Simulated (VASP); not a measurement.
Write the native input for VASP 6.6.1 that does the following.

| Item | Value |
| --- | --- |
| Task | single point |
| Functional | PBEsol |
| Potentials or basis | VASP PAW PBE potentials, release 64 (Ta_pv, N) |
| Cutoff | 520 eV |
| k mesh | 12 × 12 × 16 |
| Occupations | gaussian, width 0.15 eV |
| Spin | no spin polarisation |
| Dipole correction | no |
| Further INCAR settings | ALGO = Normal; EDIFF = 1e-06; NBANDS = 33 |

The structure of TaN lies in POSCAR:

```
TaN
1.0
    5.1789208695      0.0000000000      0.0000000000
   -2.5894604347      4.4850770372      0.0000000000
    0.0000000000      0.0000000000      2.8959972730
Ta N
3 3
Direct
    0.3333333333      0.6666666667      0.4691507523
    0.6666666667      0.3333333333      0.4691507523
    0.0000000000      0.0000000000      0.0647445361
    0.3933709412      0.0000000000     -0.0131166465
    0.6066290588      0.6066290588     -0.0131166465
    0.0000000000      0.3933709412     -0.0131166465
```

This cell differs from its parent crystal: mode 4 (148.0 1/cm) frozen in, largest displacement +0.188 Å.

The input as run:

INCAR

```
SYSTEM = TaN
PREC     = Accurate       ! precision mode
ENCUT    = 520            ! plane-wave cutoff, eV
EDIFF    = 1E-6           ! SCF threshold, eV
ISMEAR   = 0              ! smearing method
SIGMA    = 0.15           ! smearing width, eV
LREAL    = .False.        ! projectors in reciprocal space
LASPH    = .True.         ! aspherical terms in the spheres
NELM     = 100            ! most SCF steps
ALGO     = Normal         ! electronic algorithm
ISIF     = 2              ! what is computed and relaxed
LWAVE    = .False.        ! write WAVECAR
LCHARG   = .False.        ! write CHGCAR
GGA      = PS             ! functional
NBANDS   = 33             ! bands
```

KPOINTS

```
Automatic mesh
0
Gamma
  12 12 16
  0 0 0
```

Potentials or basis: VASP PAW PBE potentials, release 64 (Ta_pv, N).

Launch:

```console
$ cat potpaw_PBE.64/Ta_pv/POTCAR potpaw_PBE.64/N/POTCAR > POTCAR
$ mpirun -np 1 vasp_std > vasp.out
```

Results of the run:

```
Pressure               : 1.7 GPa
Largest force          : 2.559 eV/Å
Band gap on the k mesh : zero (band 24 reaches 9.92 eV, above the bottom of band 25 at 7.05 eV)
```

Caveat: the cell differs from its parent crystal (mode 4 (148.0 1/cm) frozen in, largest displacement +0.188 Å); the PAW data sets were made with another functional, which shifts forces and pressure a little; spin-orbit coupling is left out, which moves the levels of the heavy elements.

Wall time 9.7 min on 1 thread of Oxide Virtual Turin-like Processor, with other jobs on the host, peak memory 0.48 GiB.
